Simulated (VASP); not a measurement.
Set up this calculation in VASP 6.6.1, as the native input.

```
Task                   : single point
Functional             : r2SCAN
Potentials or basis    : VASP PAW PBE potentials, release 64 (B, N)
Cutoff                 : 520 eV
k mesh                 : 10 × 10 × 4
Occupations            : tetrahedron
Spin                   : no spin polarisation
Dipole correction      : no
Further INCAR settings : ALGO = Normal; EDIFF = 1e-06; NBANDS = 16
```

Crystal: BN.

```
CELL_PARAMETERS angstrom
2.50097 0.00000 0.00000
-1.25048 2.16590 0.00000
0.00000 0.00000 6.89580
ATOMIC_POSITIONS crystal
B 0.33333 0.66667 0.25000
B 0.66667 0.33333 0.75000
N 0.33333 0.66667 0.75000
N 0.66667 0.33333 0.25000
```

One way to write it, as run:

POSCAR

```
BN
1.0
    2.5009697631      0.0000000000      0.0000000000
   -1.2504848816      2.1659033489      0.0000000000
    0.0000000000      0.0000000000      6.8957976065
B N
2 2
Direct
    0.3333333333      0.6666666667      0.2500000000
    0.6666666667      0.3333333333      0.7500000000
    0.3333333333      0.6666666667      0.7500000000
    0.6666666667      0.3333333333      0.2500000000
```

INCAR.step1

```
SYSTEM = BN
  PREC = Accurate
  ENCUT = 520
  ISMEAR = -4
  SIGMA = 0.1
  LREAL = .FALSE.
  LASPH = .TRUE.
  NELM = 80
  NBANDS = 16
  GGA = PE
  ALGO = Normal
  EDIFF = 1E-4
  LWAVE = .TRUE.
  LCHARG = .FALSE.
```

INCAR.step2

```
SYSTEM = BN
  PREC = Accurate
  ENCUT = 520
  EDIFF = 1E-6
  ISMEAR = -4
  SIGMA = 0.1
  LREAL = .FALSE.
  LASPH = .TRUE.
  NELM = 80
  ALGO = Normal
  ISIF = 2
  LWAVE = .FALSE.
  LCHARG = .FALSE.
  METAGGA = R2SCAN
  LMIXTAU = .TRUE.
  NBANDS = 16
  ISTART = 1
```

KPOINTS

```
Automatic mesh
0
G
  10 10 4
  0 0 0
```

Potentials or basis: VASP PAW PBE potentials, release 64 (B, N).

Command:

```bash
$ cat potpaw_PBE.64/B/POTCAR potpaw_PBE.64/N/POTCAR > POTCAR
$ cp INCAR.step1 INCAR
$ mpirun -np 1 vasp_std > vasp.out
$ cp INCAR.step2 INCAR
$ mpirun -np 1 vasp_std > vasp.out
```

Results of the run:

```json
{
 "Pressure": "0.3 GPa",
 "Band gap on the k mesh": "4.92 eV, indirect (least direct gap 5.42 eV)"
}
```

Caveat: the PAW data sets were made with another functional, which shifts forces and pressure a little.

Wall time 78 s on 1 thread of Intel Xeon 6975P-C, with other jobs on the host, peak memory 0.17 GiB.
